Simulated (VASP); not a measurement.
**MgO: single point with PBEsol**

The system is MgO.

```
CELL_PARAMETERS angstrom
4.21494 0.00000 0.00000
0.00000 -4.21494 0.00000
0.00000 0.00000 -4.21494
ATOMIC_POSITIONS crystal
Mg 0.92887 0.07113 0.12574
Mg 0.50000 0.50000 0.00000
Mg 0.50000 0.00000 0.50000
Mg 0.00000 0.50000 0.50000
O 0.50000 0.00000 0.00000
O 0.00000 0.50000 0.00000
O 0.00000 0.00000 0.50000
O 0.50000 0.50000 0.50000
```

This cell differs from its parent crystal: atom 1 (Mg) moved by -0.424 Å along [1 1 0] and -0.530 Å along [0 0 1].

- Program: VASP 6.6.1
- Task: single point
- Functional: PBEsol
- Potentials or basis: VASP PAW PBE potentials, release 64 (Mg_sv, O)
- Cutoff: 750 eV
- k mesh: 6 × 6 × 6
- Occupations: gaussian, width 0.05 eV
- Spin: no spin polarisation
- Dipole correction: no
- Mended: yes
- Further INCAR settings: ALGO = Normal; EDIFF = 1e-06; NBANDS = 42

* Pressure: 12.9 GPa
* Largest force: 9.967 eV/Å
* Band gap on the k mesh: 4.45 eV

Forces on the atoms (eV/Å):
```
Mg   1.636  1.636  9.695
Mg  -0.806 -0.806  0.467
Mg  -1.265  0.395 -1.613
Mg   0.395 -1.265 -1.613
O   -0.577 -0.282 -0.578
O   -0.282 -0.577 -0.578
O    0.731  0.731 -5.981
O    0.168  0.168  0.202
```

Stress tensor (GPa, compression positive):
```
 6.79 -0.37 -3.26
-0.37  6.79 -3.26
-3.26 -3.26 25.13
```

Levels at points of the mesh, in eV from the valence-band top:
```csv
k point,band 29,band 30,band 31,band 32,band 33,band 34,band 35,band 36
"(0.00, 0.00, 0.00)",-1.28,-0.17,-0.15,0.00,4.45,8.32,9.01,9.03
"(0.50, 0.00, 0.00)",-0.89,-0.86,-0.82,-0.67,7.59,7.95,9.98,10.69
"(0.00, 0.00, 0.50)",-1.09,-1.07,-0.65,-0.52,7.34,8.02,9.88,10.91
"(0.50, 0.50, 0.00)",-1.02,-0.99,-0.66,-0.25,8.65,9.10,9.32,9.54
"(0.00, 0.50, 0.50)",-0.96,-0.81,-0.74,-0.36,8.53,9.09,9.43,9.67
"(0.50, 0.50, 0.50)",-0.78,-0.64,-0.39,-0.23,7.22,7.63,7.80,7.90
```

Run time: 4.2 min on 1 thread of Intel(R) Xeon(R) Platinum 8259CL CPU @ 2.50GHz (Skylake/Cascade Lake) (shared host), peak memory 0.41 GiB.

Caveat: the cell differs from its parent crystal (atom 1 (Mg) moved by -0.424 Å along [1 1 0] and -0.530 Å along [0 0 1]); the cell stands under pressure; the PAW data sets were made with another functional, which shifts forces and pressure a little.
